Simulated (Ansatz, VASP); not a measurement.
**Two plane-wave programs on In2GaP3**

File INCAR:

```
SYSTEM = In2GaP3
PREC = Accurate
ENCUT = 520
EDIFF = 1E-6
ISMEAR = 0
SIGMA = 0.01
LREAL = .FALSE.
LASPH = .TRUE.
NELM = 100
ALGO = Normal
ISIF = 2
LWAVE = .FALSE.
LCHARG = .FALSE.
GGA = PE
NBANDS = 36
```

KPOINTS

```
regular mesh
0
G
  6 6 2
  0 0 0
```

The input POSCAR:

```
In2GaP3
1.0
    4.1877746744      0.0000000000      0.0000000000
   -2.0938873372      3.6267192534      0.0000000000
    0.0000000000      0.0000000000     10.2893678713
Ga In P
1 2 3
Direct
    0.0000000000      0.0000000000      0.0008415830
    0.6666666667      0.3333333333      0.6734585785
    0.3333333333      0.6666666667      0.3276036500
    0.6666666667      0.3333333333      0.9292247872
    0.3333333333      0.6666666667      0.5819913807
    0.0000000000      0.0000000000      0.2368800207
```

Input for Ansatz:

```yaml
crystal:
  lattice:
    - [4.1877746744, 0.0, 0.0]
    - [-2.0938873372, 3.6267192534, 0.0]
    - [0.0, 0.0, 10.2893678713]
  atoms:
    - { symbol: Ga, position: [0.0, 0.0, 0.000841583] }
    - { symbol: In, position: [0.6666666667, 0.3333333333, 0.6734585785] }
    - { symbol: In, position: [0.3333333333, 0.6666666667, 0.32760365] }
    - { symbol: P, position: [0.6666666667, 0.3333333333, 0.9292247872] }
    - { symbol: P, position: [0.3333333333, 0.6666666667, 0.5819913807] }
    - { symbol: P, position: [0.0, 0.0, 0.2368800207] }
kpoints:
  mp_grid: { grid: [6, 6, 2] }
hamiltonian:
  xc: pbe
scf:
  occupations: { method: fixed }
  n_extra_bands: 5
output:
  forces: true
  stress: true
  eigenvalues: true
```

Alike in both runs: task single point; functional PBE; k mesh 6 × 6 × 2; no spin polarisation.

|  | VASP | Ansatz |
| --- | --- | --- |
| version | VASP 6.6.1 | Ansatz 0.2.0 |
| potentials or method | VASP PAW PBE potentials, release 64 (Ga_d, In_d, P) | plane waves, PAW |
| plane-wave cutoff (eV) | 520 | 420 |
| occupations | gaussian, width 0.01 eV | fixed |
| valence electrons in the cell | 54 | 54 |

|  | VASP | Ansatz | Ansatz less VASP |
| --- | --- | --- | --- |
| gap on the k mesh at the Fermi level (eV) | 0.13 | 0.13 | +0.005 |
| pressure (GPa) | -3.3 | -3.2 | +0.02 |
| traceless stress, the component that is largest in VASP (GPa) | -0.21 | -0.20 | +0.010 |
| rms of the force components (eV/Å) | 0.032 | 0.031 | -0.0012 |

Atom by atom the forces differ by 0.002 eV/Å (rms over components).
